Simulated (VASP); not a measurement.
Input of a VASP 6.6.1 run:

INCAR

```
PREC     = Accurate       # precision mode
ENCUT    = 520            # plane-wave cutoff, eV
EDIFF    = 1E-6           # SCF threshold, eV
ISMEAR   = -1             # smearing method
SIGMA    = 0.05           # smearing width, eV
LREAL    = F              # projectors in reciprocal space
LASPH    = T              # aspherical terms in the spheres
NELM     = 60             # most SCF steps
ALGO     = Normal         # electronic algorithm
ISIF     = 2              # what is computed and relaxed
LWAVE    = F              # write WAVECAR
LCHARG   = F              # write CHGCAR
GGA      = PE             # functional
NBANDS   = 32             # bands
```

Contents of KPOINTS:

```
regular mesh
0
Gamma
  6 6 6
```

POSCAR

```
Bi2Te3
1.0
    2.2085000000      1.2750780000      9.9466670000
   -2.2085000000      1.2750780000      9.9466670000
    0.0000000000     -2.5501560000      9.9466670000
Bi Te
2 3
Direct
    0.1880000000      0.1880000000      0.1880000000
    0.5980000000      0.5980000000      0.5980000000
    0.3890000000      0.3890000000      0.3890000000
    0.8000000000      0.8000000000      0.8000000000
    0.0000000000      0.0000000000      0.0000000000
```

Potentials or basis: VASP PAW PBE potentials, release 64 (Bi_d, Te).

Run with:

```sh
$ cat potpaw_PBE.64/Bi_d/POTCAR potpaw_PBE.64/Te/POTCAR > POTCAR
$ mpirun -np 1 vasp_std > vasp.out
```

(1) Predict the largest force.

(2) What does it give for the pressure?

(3) Estimate the band gap on the k mesh.

Answers

(1) 1.244 eV/Å.

(2) 1.6 GPa.

(3) zero (bands 24 and 25 overlap by 0.10 eV).

Caveat: spin-orbit coupling is left out, which moves the levels of the heavy elements; forces of over 1 eV/Å act on the atoms, so gaps and moduli don't describe the material at rest.
